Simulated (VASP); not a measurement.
Runs of VASP 6.6.1 on LiH. The structure is that of space group P-6m2 (No. 187), or close to it. The cells are those of the table. The cell was built from a structure type or drawn by symmetry, and may not be a known phase.

| task | level | cell | k mesh | cutoff (eV) | smearing | gap on the mesh (eV) | pressure (GPa) | relaxed volume (Å³/atom) |
| --- | --- | --- | --- | --- | --- | --- | --- | --- |
| relaxation of cell and atoms | PBE | relaxed from a = 2.756, b = 2.756, c = 2.534 Å, angles 90.0, 90.0, 120.0°, 2 atoms | 12 × 12 × 10 | 600 | gaussian 0.02 eV | 1.87 | -0.1 | (b) |
| single point | r2SCAN | a = 2.756, b = 2.756, c = 2.534 Å, angles 90.0, 90.0, 120.0°, 2 atoms | 12 × 12 × 10 | 520 | gaussian 0.02 eV | 2.42 | - | - |
| relaxation of cell and atoms | PBE | relaxed from a = 2.637, b = 2.637, c = 2.554 Å, angles 90.0, 90.0, 120.0°, 2 atoms | 12 × 12 × 10 | 600 | gaussian 0.02 eV | 1.86 | 0.0 | 8.29 |
| single point | PBE | a = 2.756, b = 2.756, c = 2.534 Å, angles 90.0, 90.0, 120.0°, 2 atoms | 12 × 12 × 10 | 520 | gaussian 0.02 eV | 1.87 | - | - |
| single point | PBE | a = 2.637, b = 2.637, c = 2.554 Å, angles 90.0, 90.0, 120.0°, 2 atoms | 6 × 6 × 6 | 520 | gaussian 0.1 eV | (a) | - | - |

Alike in all rows: potentials or basis VASP PAW PBE potentials, release 64 (Li_sv, H); no spin polarisation.

Question: Fill in the values left out.

Answer: (a) 1.98; (b) 8.32.

Caveats: some runs use coarse meshes; the cutoff is under 1.25 times the usual one of these potentials, so pressure, stress and relaxed cells hold a basis-set (Pulay) error; the PAW data sets were made with another functional, which shifts forces and pressure a little (at least some runs).

A k mesh can miss the band edges.
